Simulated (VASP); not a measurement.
Wanted: the native input for a VASP 6.6.1 run.

```
Task                   : single point
Functional             : PBE
Potentials or basis    : VASP PAW PBE potentials, release 64 (Be)
Cutoff                 : 520 eV
k mesh                 : 8 × 9 × 9
Occupations            : gaussian, width 0.1 eV
Spin                   : no spin polarisation
Dipole correction      : no
Further INCAR settings : ALGO = Normal; EDIFF = 1e-07; NBANDS = 18
```

The structure of Be lies in POSCAR:

```
Be
1.0
    0.0000000000      0.0000000000     -3.5700626006
    4.5226143338      0.0000000000      0.0000000000
   -2.2613071669     -3.9166989046      0.0000000000
Be
8
Direct
    0.2500000000      0.8333333333      0.1666666667
    0.2500000000      0.3333333333      0.1666666667
    0.2500000000      0.8333333333      0.6666666667
    0.2500000000      0.3333333333      0.6666666667
    0.7500000000      0.1666666667      0.3333333333
    0.7500000000      0.6666666667      0.3333333333
    0.7500000000      0.1666666667      0.8333333333
    0.7500000000      0.6666666667      0.8333333333
```

The input as run:

INCAR

```
SYSTEM = Be
PREC     = Accurate       ! precision mode
ENCUT    = 520            ! plane-wave cutoff, eV
EDIFF    = 1E-7           ! SCF threshold, eV
ISMEAR   = 0              ! smearing method
SIGMA    = 0.1            ! smearing width, eV
LREAL    = .False.        ! projectors in reciprocal space
LASPH    = .True.         ! aspherical terms in the spheres
NELM     = 60             ! most SCF steps
ALGO     = Normal         ! electronic algorithm
ISIF     = 2              ! what is computed and relaxed
LWAVE    = .False.        ! write WAVECAR
LCHARG   = .False.        ! write CHGCAR
GGA      = PE             ! functional
NBANDS   = 18             ! bands
```

KPOINTS

```
Automatic mesh
0
Gamma
  8 9 9
  0 0 0
```

Potentials or basis: VASP PAW PBE potentials, release 64 (Be).

Run with:

```bash
$ cat potpaw_PBE.64/Be/POTCAR > POTCAR
$ mpirun -np 1 vasp_std > vasp.out
```

Results of the run:

* Pressure: 0.1 GPa
* Band gap on the k mesh: zero (bands 8 and 9 overlap by 1.62 eV)

Run time: 70 s on 1 thread of Intel Xeon 8259CL, on a shared host, peak memory 0.2 GiB.
